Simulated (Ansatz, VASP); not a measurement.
## Na3GaC: VASP beside Ansatz

```
Na Ga C
1.0
    10.20817    0.00000    0.00000
    -5.10408    8.84053    0.00000
     0.00000    0.00000    2.76877
Na Ga C
6 2 2
Direct
  0.82119 0.64239 0.75000
  0.35761 0.17881 0.75000
  0.82119 0.17881 0.75000
  0.17881 0.35761 0.25000
  0.64239 0.82119 0.25000
  0.17881 0.82119 0.25000
  0.33333 0.66667 0.75000
  0.66667 0.33333 0.25000
  0.00000 0.00000 0.00000
  0.00000 0.00000 0.50000
```

Alike in both runs: functional PBE; k mesh 6 × 6 × 14; occupations gaussian, width 0.1 eV; no spin polarisation.

Ansatz relaxed the structure, and its values are those at the end. VASP's run is a single point on that final structure, the one shown.

```csv
,VASP,Ansatz
version,VASP 6.6.1,Ansatz 0.2.0
potentials or method,"VASP PAW PBE potentials, release 64 (Na_pv, Ga_d, C), cutoff 520 eV","scalar-relativistic, plane waves, PAW"
valence electrons in the cell,76,88
```

|  | VASP | Ansatz | Ansatz less VASP |
| --- | --- | --- | --- |
| gap on the k mesh at the Fermi level (eV) | none | none | - |
| pressure (GPa) | 0.0 | 0.0 | -0.01 |

A gap of «none» marks a metal or a gap that the smearing closes. VASP's potentials hold 76 valence electrons a cell and Ansatz's 88, so a difference there can come from the potentials and not from the codes.
